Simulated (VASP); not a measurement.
# Al in VASP: a series of runs

Al is run at these levels: PBE; tasks: relaxation of the atoms.

All numbers are computed with VASP 6.6.1; they aren't measurements. Logs are shortened: lines on timing, memory, paths and dates and some standing lists are left out, and cuts for length are marked.

## (1) The cell of the first run

The cell holds a slab with vacuum, 5 atoms: a = 2.857 Å, b = 2.857 Å, c = 25.332 Å, α = 90.00°, β = 90.00°, γ = 120.00°.

## (2) Relaxation of the atoms, PBE

Input file INCAR:

```
SYSTEM = Al
PREC = Accurate
ENCUT = 520
EDIFF = 1E-7
ISMEAR = -1
SIGMA = 0.08
LREAL = .FALSE.
LASPH = .TRUE.
NELM = 100
ALGO = Normal
ISIF = 2
LWAVE = .FALSE.
LCHARG = .FALSE.
LDIPOL = .TRUE.
IDIPOL = 3
DIPOL = 0.5 0.5 0.500
GGA = PE
IBRION = 2
NSW = 60
EDIFFG = -0.01
```

Input file KPOINTS:

```
regular mesh
0
G
  16 16 1
  0 0 0
```

Input file POSCAR:

```
Al
1.0
    2.8574853682      0.0000000000      0.0000000000
   -1.4287426841      2.4746549198      0.0000000000
    0.0000000000      0.0000000000     25.3325000000
Al
5
Direct
    0.8333333330      0.1666666670      0.3157997015
    0.1666666670      0.8333333330      0.4078998505
    0.5000000000      0.5000000000      0.5000000000
    0.8333333330      0.1666666670      0.5921001495
    0.1666666670      0.8333333330      0.6842002985
```

Potentials or basis: VASP PAW PBE potentials, release 64 (Al).

Command:

```bash
> cat potpaw_PBE.64/Al/POTCAR > POTCAR
> mpirun -np 1 vasp_std > vasp.out
```

OUTCAR:

```text
SYSTEM = Al
   PREC = Accurate
   ENCUT = 520
   EDIFF = 1E-7
   ISMEAR = -1
   LREAL = .FALSE.
   LASPH = .TRUE.
   NELM = 100
   ISIF = 2
   GGA = PE
   IBRION = 2
   NSW = 60
   EDIFFG = -0.01

 ion  position               nearest neighbor table
   1  0.833  0.167  0.316-   2 2.86   2 2.86   2 2.86
   2  0.167  0.833  0.408-   1 2.86   1 2.86   1 2.86   3 2.86   3 2.86   3 2.86
   3  0.500  0.500  0.500-   2 2.86   4 2.86   4 2.86   2 2.86   2 2.86   4 2.86
   4  0.833  0.167  0.592-   5 2.86   5 2.86   5 2.86   3 2.86   3 2.86   3 2.86
   5  0.167  0.833  0.684-   4 2.86   4 2.86   4 2.86

  LATTYP: Found a hexagonal cell.
 ALAT       =     2.8574853682
 C/A-ratio  =     8.8653122364

  Lattice vectors:

 A1 = (   2.8574853682,   0.0000000000,   0.0000000000)
 A2 = (  -1.4287426841,   2.4746549198,   0.0000000000)
 A3 = (   0.0000000000,   0.0000000000,  25.3325000000)

Analysis of symmetry for initial positions (statically):
=====================================================================
 Subroutine PRICEL returns:
 Original cell was already a primitive cell.

 Routine SETGRP: Setting up the symmetry group for a
 hexagonal supercell.

 Subroutine GETGRP returns: Found 12 space group operations
 (whereof  4 operations were pure point group operations)
 out of a pool of 24 trial point group operations.

The static configuration has the point symmetry C_2h.
 The point group associated with its full space group is D_3d.

Analysis of symmetry for dynamics (positions and initial velocities):
=====================================================================
 Subroutine PRICEL returns:
 Original cell was already a primitive cell.

 Routine SETGRP: Setting up the symmetry group for a
 hexagonal supercell.

 Subroutine GETGRP returns: Found 12 space group operations
 (whereof  4 operations were pure point group operations)
 out of a pool of 24 trial point group operations.

The dynamic configuration has the point symmetry C_2h.
 The point group associated with its full space group is D_3d.

 Subroutine INISYM returns: Found 12 space group operations
 (whereof  4 operations are pure point group operations),
 and found     1 'primitive' translations

----------------------------------------------------------------------------------------

                                     Primitive cell

  volume of cell :     179.1335

  direct lattice vectors                    reciprocal lattice vectors
     2.857485368  0.000000000  0.000000000     0.349958047  0.202048373  0.000000000
    -1.428742684  2.474654920  0.000000000     0.000000000  0.404096746  0.000000000
     0.000000000  0.000000000 25.332500000     0.000000000  0.000000000  0.039474983

  length of vectors
     2.857485368  2.857485368 25.332500000     0.404096746  0.404096746  0.039474983

  position of ions in fractional coordinates (direct lattice)
     0.833333333  0.166666667  0.315799701
     0.166666667  0.833333333  0.407899851
     0.500000000  0.500000000  0.500000000
     0.833333333  0.166666667  0.592100149
     0.166666667  0.833333333  0.684200299

  ion indices of the primitive-cell ions
   primitive index   ion index
                 1           1
                 2           2
                 3           3
                 4           4
                 5           5

----------------------------------------------------------------------------------------

 KPOINTS: regular mesh

Automatic generation of k-mesh.
 Grid dimensions read from file:
 generate k-points for:   16   16    1

 Generating k-lattice:

  Cartesian coordinates                     Fractional coordinates (reciprocal lattice)
     0.021872378  0.012628023  0.000000000     0.062500000  0.000000000  0.000000000
     0.000000000  0.025256047  0.000000000     0.000000000  0.062500000  0.000000000
     0.000000000  0.000000000  0.039474983     0.000000000  0.000000000  1.000000000

  Length of vectors
     0.025256047  0.025256047  0.039474983

  Shift w.r.t. Gamma in fractional coordinates (k-lattice)
     0.000000000  0.000000000  0.000000000

 Subroutine IBZKPT returns following result:
 ===========================================

 Found     30 irreducible k-points:

 Following reciprocal coordinates:
            Coordinates               Weight
  0.000000  0.000000  0.000000      1.000000
  0.062500  0.000000  0.000000      6.000000
  0.125000  0.000000  0.000000      6.000000
  0.187500  0.000000  0.000000      6.000000
  0.250000  0.000000  0.000000      6.000000
  0.312500  0.000000  0.000000      6.000000
[... 16 lines left out ...]
  0.187500  0.187500  0.000000      6.000000
  0.250000  0.187500  0.000000     12.000000
 [... further k-points ...]
   k-points           NKPTS =     30   k-points in BZ     NKDIM =     30   number of bands    NBANDS=     11
   number of dos      NEDOS =    301   number of ions     NIONS =      5
   total plane-waves  NPLWV = 110592
   dimension x,y,z NGX =    24 NGY =   24 NGZ =  192
   dimension x,y,z NGXF=    48 NGYF=   48 NGZF=  384
   ions per type =               5
   NGX,Y,Z   is equivalent  to a cutoff of  13.96, 13.96, 12.60 a.u.
   NGXF,Y,Z  is equivalent  to a cutoff of  27.93, 27.93, 25.20 a.u.
 SYSTEM =  Al
   PREC   = accura    normal or accurate (medium, high low for compatibility)
   ISTART =      0    job   : 0-new  1-cont  2-samecut
   ICHARG =      2    charge: 1-file 2-atom 10-const
   ISPIN  =      1    spin polarized calculation?
   LNONCOLLINEAR =      F non collinear calculations
   LSORBIT =      F    spin-orbit coupling
   LASPH  =      T    aspherical Exc in radial PAW
   ENCUT  =  520.0 eV  38.22 Ry    6.18 a.u.   5.31  5.31 47.10*2*pi/ulx,y,z
   NELM   =    100;   NELMIN=  2; NELMDL= -5     # of ELM steps
   EDIFF  = 0.1E-06   stopping-criterion for ELM
   LREAL  =      F    real-space projection
   EDIFFG = -.1E-01   stopping-criterion for IOM
   NSW    =     60    number of steps for IOM
   IBRION =      2    ionic relax: 0-MD 1-quasi-New 2-CG
   NFREE  =      1    steps in history (QN), initial steepest desc. (CG)
   ISIF   =      2    stress and relaxation
   ISYM   =      2    0-nonsym 1-usesym 2-fastsym
   POTIM  = 0.5000    time-step for ionic-motion
   TEBEG  =    0.0;   TEEND  =   0.0 temperature during run
   PSTRESS=    0.0 pullay stress
   NELECT =      15.0000    total number of electrons
   NUPDOWN=      -1.0000    fix difference up-down
   EMIN   =  10.00;   EMAX   =-10.00  energy-range for DOS
   EFERMI =   0.00;   METHOD = LEGACY
   ISMEAR =    -1;   SIGMA  =   0.08  broadening in eV -4-tet -1-fermi 0-gaus
   EFERMI_NEDOS =   21; number of points for ismear=-14 and -15
   IALGO  =     38    algorithm
   IMIX   =      4    mixing-type and parameters
     AMIX     =   0.40;   BMIX     =  1.00
     AMIX_MAG =   1.60;   BMIX_MAG =  1.00
  volume/ion in A,a.u.               =      35.83       241.77
  Fermi-wavevector in a.u.,A,eV,Ry     =   0.716220  1.353459  6.979392  0.512971
  Thomas-Fermi vector in A             =   1.804584
   LORBIT       =      0    0 simple, 1 ext, 2 COOP (PROOUT), +10 PAW based schemes
   GGA     = PE    functional components
   LHFCALC =     F    Hartree Fock is set to
   AEXX    =    0.0000 exact exchange contribution
   IVDW    =     0    specifies the selected vdW correction
   LEPSILON=     F    determine dielectric tensor
   LRPA    =     F    only Hartree local field effects (RPA)
 conjugate gradient relaxation of ions
 non-spin polarized calculation
  energy-cutoff  :      520.00
  volume of cell :      179.13
 maximum number of plane-waves:      4871
 NGX is ok and might be reduce to    24
   NGX = 11   NGY = 11   NGZ = 95

--------------------------------------- Ionic step        1  -------------------------------------------

 number of electron      15.0000000 magnetization

 Free energy of the ion-electron system (eV)
  ---------------------------------------------------
  ext. energy  EPLUGINS =         0.00000000
  ---------------------------------------------------
  free energy    TOTEN  =       -18.01679349 eV

  energy without entropy =      -17.96579982  energy(sigma->0) =      -17.99129666

------------------------ aborting loop because EDIFF is reached ----------------------------------------

  FORCE on cell =-STRESS in cart. coord.  units (eV):
  Direction    XX          YY          ZZ          XY          YZ          ZX
  --------------------------------------------------------------------------------------
  -------------------------------------------------------------------------------------
  Total       -1.3829808     -1.3829808      0.5437433      0.0000000      0.0000000      0.0000000
  in kB      -12.3694396    -12.3694396      4.8632632      0.0000000      0.0000000      0.0000000
  external PRESSURE =      -6.6252054 kB  Pullay stress =       0.0000000 kB
[... 141 lines left out ...]
  energy  without entropy=      -17.9679629015  energy(sigma->0) =      -17.99340027

--------------------------------------- Ionic step        5  -------------------------------------------

 number of electron      15.0000000 magnetization

 dipolmoment           0.000000      0.000000     -0.000000 electrons x Angstroem

------------------------ aborting loop because EDIFF is reached ----------------------------------------

  FORCE on cell =-STRESS in cart. coord.  units (eV):
  Direction    XX          YY          ZZ          XY          YZ          ZX
  --------------------------------------------------------------------------------------
  -------------------------------------------------------------------------------------
  Total       -1.4788558     -1.4788558      0.3506533      0.0000000     -0.0000000      0.0000000
  in kB      -13.2269493    -13.2269493      3.1362580      0.0000000     -0.0000000      0.0000000
  external PRESSURE =      -7.7725469 kB  Pullay stress =       0.0000000 kB
[... 63 lines left out ...]
  energy  without entropy=      -17.9690603488  energy(sigma->0) =      -17.99438728

--------------------------------------- Ionic step        7  -------------------------------------------

 number of electron      15.0000000 magnetization

 dipolmoment           0.000000      0.000000      0.000000 electrons x Angstroem

 Free energy of the ion-electron system (eV)
  ---------------------------------------------------
  ext. energy  EPLUGINS =         0.00000000
  ---------------------------------------------------
  free energy    TOTEN  =       -18.02041526 eV

  energy without entropy =      -17.97015829  energy(sigma->0) =      -17.99528678

 E-fermi :   1.5186     XC(G=0):  -5.4554

 val. band max:        1.5090574561   @ k =   0.3750   0.1875   0.0000
 cond. band min:       1.5688129153   @ k =   0.3125   0.0625   0.0000
 fundamental gap:      0.0597554592
 Fermi energy:         1.5186150204

 k-point     1 :       0.0000    0.0000    0.0000
  band No.  band energies     occupation
      1      -9.3274      2.00000
      2      -8.6127      2.00000
      3      -7.5180      2.00000
      4      -6.0414      2.00000
      5      -4.1521      2.00000
      6      -2.0886      2.00000
      7       0.3033      2.00000
      8       2.6501      0.00000
      9       4.5125      0.00000
     10       5.5031      0.00000
     11       5.7704      0.00000
[... 309 lines left out ...]
 k-point    24 :       0.2500    0.1875    0.0000
  band No.  band energies     occupation
      1      -5.8802      2.00000
      2      -5.1792      2.00000
      3      -4.1074      2.00000
      4      -2.6648      2.00000
      5      -0.8351      2.00000
      6       0.9765      1.99772
      7       1.4284      1.51062
      8       2.0882      0.00162
      9       2.6270      0.00000
     10       3.0540      0.00000
     11       3.3219      0.00000

 [... further k-points ...]

------------------------ aborting loop because EDIFF is reached ----------------------------------------

 vacuum level on the upper side and lower side of the slab       (xc-potential included)        -0.096        -0.096

  FORCE on cell =-STRESS in cart. coord.  units (eV):
  Direction    XX          YY          ZZ          XY          YZ          ZX
  --------------------------------------------------------------------------------------
  -------------------------------------------------------------------------------------
  Total       -1.6054489     -1.6054489      0.0793310      0.0000000     -0.0000000      0.0000000
  in kB      -14.3592036    -14.3592036      0.7095402      0.0000000     -0.0000000      0.0000000
  external PRESSURE =      -9.3362890 kB  Pullay stress =       0.0000000 kB

 VOLUME and BASIS-vectors are now :
 -----------------------------------------------------------------------------
  energy-cutoff  :      520.00
  volume of cell :      179.13
      direct lattice vectors                 reciprocal lattice vectors
     2.857485368  0.000000000  0.000000000     0.349958047  0.202048373  0.000000000
    -1.428742684  2.474654920  0.000000000     0.000000000  0.404096746  0.000000000
     0.000000000  0.000000000 25.332500000     0.000000000  0.000000000  0.039474983
[... 11 lines left out ...]
  FREE ENERGIE OF THE ION-ELECTRON SYSTEM (eV)
  ---------------------------------------------------
  free  energy   TOTEN  =       -18.0204152601 eV

  energy  without entropy=      -17.9701582933  energy(sigma->0) =      -17.99528678

 reached required accuracy - stopping structural energy minimisation

 vacuum level on the upper side and lower side of the slab         5.552         5.552
```

Run time: 9.1 min. Hardware: 1 thread of Intel Xeon 8259CL, shared host; peak memory 0.31 GiB.

Results:

* Free energy: -18.0204 eV
* Energy gained by relaxing: 0.7 meV/atom
* Ionic steps: 7
* Largest force after relaxing: 0.007 eV/Å
* Band gap on the k mesh: zero (an odd number of electrons rules out a gap without spin polarisation)

Forces on the atoms (eV/Å):
```
Al   0.000  0.000 -0.005
Al   0.000  0.000 -0.007
Al   0.000  0.000  0.000
Al   0.000  0.000  0.007
Al   0.000  0.000  0.005
```

The path:
| step | energy change (eV) | largest force (eV/Å) | pressure (GPa) |
| --- | --- | --- | --- |
| 1 | 0.0000 | 0.0889 | -0.66 |
| 2 | -0.0010 | 0.0707 | -0.69 |
| 3 | -0.0020 | 0.0419 | -0.77 |
| 4 | -0.0020 | 0.0347 | -0.76 |
| 5 | -0.0023 | 0.0317 | -0.78 |
| 6 | -0.0029 | 0.0234 | -0.83 |
| 7 | -0.0036 | 0.0069 | -0.93 |

Final structure:
```
Al
1.0
     2.85749    0.00000    0.00000
    -1.42874    2.47465    0.00000
     0.00000    0.00000   25.33250
Al
5
Direct
  0.83333 0.16667 0.31408
  0.16667 0.83333 0.40758
  0.50000 0.50000 0.50000
  0.83333 0.16667 0.59242
  0.16667 0.83333 0.68592
```

(Continued in part 2 of 2.)

The gap in the log of VASP goes by the Fermi energy; the results here count the filled bands.